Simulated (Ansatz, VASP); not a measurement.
# Two plane-wave programs on BaS

INCAR

```
SYSTEM = BaS
PREC = Accurate
ENCUT = 520
EDIFF = 1E-7
ISMEAR = 0
SIGMA = 0.01
LREAL = .False.
LASPH = .True.
NELM = 100
ALGO = Normal
ISIF = 2
LWAVE = .False.
LCHARG = .True.
GGA = PE
LELF = .True.
LVHAR = .True.
NBANDS = 15
```

KPOINTS

```
regular mesh
0
Gamma
  6 6 6
  0 0 0
```

Contents of POSCAR:

```
BaS
1.0
    0.0000000000      3.2462543350      3.2462543350
    3.2462543350      0.0000000000      3.2462543350
    3.2462543350      3.2462543350      0.0000000000
Ba S
1 1
Direct
    0.0000000000      0.0000000000      0.0000000000
    0.5000000000      0.5000000000      0.5000000000
```

Input for Ansatz:

```yaml
crystal:
  lattice:
    - [0.0, 3.246254335, 3.246254335]
    - [3.246254335, 0.0, 3.246254335]
    - [3.246254335, 3.246254335, 0.0]
  atoms:
    - { symbol: Ba, position: [0.0, 0.0, 0.0] }
    - { symbol: S, position: [0.5, 0.5, 0.5] }
kpoints:
  mp_grid: { grid: [6, 6, 6] }
hamiltonian:
  xc: pbe
scf:
  occupations: { method: fixed }
  n_extra_bands: 4
output:
  forces: true
  stress: true
  eigenvalues: true
```

Alike in both runs: task single point; functional PBE; k mesh 6 × 6 × 6; no spin polarisation.

|  | VASP | Ansatz |
| --- | --- | --- |
| version | VASP 6.6.1 | Ansatz 0.2.0 |
| potentials or method | VASP PAW PBE potentials, release 64 (Ba_sv, S) | plane waves, PAW |
| plane-wave cutoff (eV) | 520 | 420 |
| occupations | gaussian, width 0.01 eV | fixed |
| valence electrons in the cell | 16 | 16 |

```csv
,VASP,Ansatz,Ansatz less VASP
gap on the k mesh at the Fermi level (eV),2.18,2.27,+0.089
pressure (GPa),-0.7,-1.2,-0.49
```

Neither program's run includes spin-orbit coupling.
